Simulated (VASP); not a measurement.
SiC: relaxation of cell and atoms with PBEsol

Crystal: SiC.

```
Si C
1.0
     0.00000    2.17700    2.17700
     2.17700    0.00000    2.17700
     2.17700    2.17700    0.00000
Si C
1 1
Direct
  0.25000 0.25000 0.25000
  0.00000 0.00000 0.00000
```

* Program: VASP 6.6.1
* Task: relaxation of cell and atoms
* Functional: PBEsol
* Potentials or basis: VASP PAW PBE potentials, release 64 (Si, C)
* Cutoff: 600 eV
* k mesh: 10 × 10 × 10
* Occupations: gaussian, width 0.02 eV
* Spin: no spin polarisation
* Dipole correction: no
* Further INCAR settings: ALGO = Normal; EDIFF = 1e-06; IBRION = 2; EDIFFG = -0.005; NSW = 100; ISIF = 3

| Property | Result |
| --- | --- |
| Relaxed volume | 10.35 Å³/atom |
| Relaxed cell | a = 3.082 Å, b = 3.082 Å, c = 3.082 Å, α = 60.00°, β = 60.00°, γ = 60.00° |
| Space group after relaxing (to 0.05 Å) | F-43m (No. 216) |
| Energy gained by relaxing | 0.1 meV/atom |
| Ionic steps | 3 |
| Pressure after relaxing | 0.0 GPa |
| Band gap on the k mesh | 1.23 eV, indirect (least direct gap 4.44 eV) |

The path:
| step | energy change (eV) | largest force (eV/Å) | pressure (GPa) | volume (Å³) |
| --- | --- | --- | --- | --- |
| 1 | 0.0000 | 0.0000 | 0.66 | 20.63 |
| 2 | 0.0000 | 0.0000 | -0.70 | 20.76 |
| 3 | -0.0001 | 0.0000 | 0.01 | 20.70 |

Final structure:
```
Si C
1.0
     0.00000    2.17911    2.17911
     2.17911    0.00000    2.17911
     2.17911    2.17911    0.00000
Si C
1 1
Direct
  0.25000 0.25000 0.25000
  0.00000 0.00000 0.00000
```

Levels at points of the mesh, in eV from the valence-band top:
| k point | band 1 | band 2 | band 3 | band 4 | band 5 | band 6 | band 7 | band 8 |
| --- | --- | --- | --- | --- | --- | --- | --- | --- |
| (0.00, 0.00, 0.00) | -15.42 | 0.00 | 0.00 | 0.00 | 6.19 | 7.24 | 7.24 | 7.24 |
| (0.50, 0.00, 0.00) | -11.82 | -8.60 | -1.06 | -1.06 | 5.37 | 7.14 | 7.14 | 9.91 |
| (0.50, 0.50, 0.00) | -10.36 | -7.83 | -3.21 | -3.21 | 1.23 | 4.20 | 13.95 | 13.95 |

Run time: 30 s on 1 thread of Intel Xeon 6975P-C, with other jobs on the host, peak memory 0.15 GiB.

Caveat: the PAW data sets were made with another functional, which shifts forces and pressure a little. A k mesh can miss the band edges.
